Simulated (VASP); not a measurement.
Pb: single point with PBE

The system is Pb.

```
Pb
1.0
     0.00000    2.46796    2.46796
     2.46796    0.00000    2.46796
     2.46796    2.46796    0.00000
Pb
1
Direct
  0.00000 0.00000 0.00000
```

```json
{
  "Program": "VASP 6.6.1",
  "Task": "single point",
  "Functional": "PBE",
  "Potentials or basis": "VASP PAW PBE potentials, release 64 (Pb_d)",
  "Cutoff": "500 eV",
  "k mesh": "9 × 9 × 9",
  "Occupations": "fermi-dirac, width 0.05 eV",
  "Spin": "no spin polarisation",
  "Dipole correction": "no",
  "Further INCAR settings": "ALGO = Normal; EDIFF = 1e-06; NBANDS = 13"
}
```

| Item | Value |
| --- | --- |
| Pressure | 2.7 GPa |
| Band gap on the k mesh | zero (band 7 reaches 14.86 eV, above the bottom of band 8 at 5.82 eV) |

Levels at points of the mesh, in eV from the Fermi level:
```csv
k point,band 3,band 4,band 5,band 6,band 7,band 8,band 9,band 10,band 11,band 12
"(0.00, 0.00, 0.00)",-16.94,-16.79,-16.79,-11.67,7.63,7.63,7.63,9.91,11.59,12.69
```

Wall time 14 s on 1 thread of AMD EPYC 7R13 (shared host), peak memory 0.13 GiB.

Caveat: spin-orbit coupling is left out, which moves the levels of the heavy elements.
